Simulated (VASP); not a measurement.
Ti: single point with PBEsol

The system is Ti.

```
Ti
1.0
     4.37950    0.00000    0.00000
    -2.18975    3.79276    0.00000
     0.00000    0.00000    2.65840
Ti
3
Direct
  0.00000 0.00000 0.00000
  0.33333 0.66667 0.50000
  0.66667 0.33333 0.50000
```

This isn't the form of Ti at room conditions, which is hcp.

| Quantity | Value |
| --- | --- |
| Program | VASP 6.6.1 |
| Task | single point |
| Functional | PBEsol |
| Potentials or basis | VASP PAW PBE potentials, release 64 (Ti_sv) |
| Cutoff | 520 eV |
| k mesh | 12 × 12 × 14 |
| Occupations | gaussian, width 0.15 eV |
| Spin | no spin polarisation |

| Item | Value |
| --- | --- |
| Pressure | 15.8 GPa |
| Band gap on the k mesh | zero (bands 18 and 19 overlap by 0.32 eV) |

Stress tensor (GPa, compression positive):
```
13.79  0.00  0.00
 0.00 13.79  0.00
 0.00  0.00 19.90
```

Levels at points of the mesh, in eV from the Fermi level:
| k point | band 14 | band 15 | band 16 | band 17 | band 18 | band 19 | band 20 | band 21 | band 22 | band 23 |
| --- | --- | --- | --- | --- | --- | --- | --- | --- | --- | --- |
| (0.00, 0.00, 0.00) | -2.34 | -0.72 | -0.72 | -0.63 | -0.63 | -0.09 | 0.66 | 1.48 | 1.48 | 2.28 |
| (0.50, 0.00, 0.00) | -3.57 | -3.01 | -0.60 | -0.55 | -0.49 | -0.03 | 0.53 | 1.36 | 1.61 | 2.42 |
| (0.00, 0.00, 0.50) | -2.61 | -2.03 | -1.96 | -1.96 | -1.50 | 1.12 | 1.12 | 1.56 | 1.56 | 3.55 |
| (0.50, 0.00, 0.50) | -2.33 | -2.11 | -1.46 | -0.65 | -0.63 | 0.32 | 1.01 | 1.34 | 1.52 | 2.67 |

Wall time 13 min on 1 thread of AMD EPYC 7R13, on a shared host, peak memory 0.23 GiB.

Caveat: the stress differs along the axes, from 14 to 20 GPa; the PAW data sets were made with another functional, which shifts forces and pressure a little.
